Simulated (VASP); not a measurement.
**BN: phonons with PBE+D3(BJ)**

Crystal: BN.

```
B N
1.0
     2.45774    0.00000    0.00000
    -1.22887    2.12846    0.00000
     0.00000    0.00000    4.95664
B N
2 2
Direct
  0.33333 0.66667 0.25000
  0.66667 0.33333 0.75000
  0.33333 0.66667 0.75000
  0.66667 0.33333 0.25000
```

```yaml
Program: VASP 6.6.1
Task: phonons
Functional: PBE
Dispersion: D3(BJ)
Potentials_or_basis: VASP PAW PBE potentials, release 64 (B, N)
Cutoff: 520 eV
k_mesh: 12 × 12 × 6
Occupations: gaussian, width 0.01 eV
Spin: no spin polarisation
Dipole_correction: no
Further_INCAR_settings: ALGO = Normal; EDIFF = 1e-08; IBRION = 6; POTIM = 0.015; NSW = 1
```

The highest phonon frequency at Γ, LO-TO splitting left out is 1472 cm⁻¹. The dispersion energy per atom is -0.202 eV.

Phonon frequencies in cm⁻¹ (negative: imaginary):
| q point | frequencies |
| --- | --- |
| (0.000, 0.000, 0.000) | 0 0 0 162 162 385 393 777 1454 1454 1472 1472 |

It took 2.4 min on 1 thread of Intel(R) Xeon(R) Platinum 8559C (Emerald Rapids), with other jobs on the host, peak memory 0.27 GiB.

Caveat: the cell stands under pressure or tension, which shifts response properties.
